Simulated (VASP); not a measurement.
A run of VASP 6.6.1:

The input INCAR:

```
PREC     = Accurate       # precision mode
ENCUT    = 520            # plane-wave cutoff, eV
EDIFF    = 1E-7           # SCF threshold, eV
ISMEAR   = 0              # smearing method
SIGMA    = 0.02           # smearing width, eV
LREAL    = F              # projectors in reciprocal space
LASPH    = T              # aspherical terms in the spheres
NELM     = 80             # most SCF steps
ALGO     = Normal         # electronic algorithm
ISIF     = 2              # what is computed and relaxed
LWAVE    = F              # write WAVECAR
LCHARG   = F              # write CHGCAR
GGA      = PE             # functional
NBANDS   = 16             # bands
```

The input KPOINTS:

```
regular mesh
0
Gamma
  9 9 6
```

Contents of POSCAR:

```
AlN
1.0
    3.2386198935      0.0000000000      0.0000000000
   -1.6193099467      2.8047271010      0.0000000000
    0.0000000000      0.0000000000      4.2202678670
Al N
2 2
Direct
    0.3333333300      0.6666666700      0.7500000000
    0.6666666700      0.3333333300      0.2500000000
    0.3333333300      0.6666666700      0.2500000000
    0.6666666700      0.3333333300      0.7500000000
```

Potentials or basis: VASP PAW PBE potentials, release 64 (Al, N).

Command:

```bash
$ cat potpaw_PBE.64/Al/POTCAR potpaw_PBE.64/N/POTCAR > POTCAR
$ mpirun -np 1 vasp_std > vasp.out
```

Hardware: 1 thread of Intel(R) Xeon(R) Platinum 8259CL CPU @ 2.50GHz (Skylake/Cascade Lake), on a shared host.

Problem. How long does it take, and how much memory?

Solution. Run time: 21 s on 1 thread of Intel(R) Xeon(R) Platinum 8259CL CPU @ 2.50GHz (Skylake/Cascade Lake), with other jobs on the host, peak memory 0.15 GiB. Counts: scf iterations 14, k points 48.
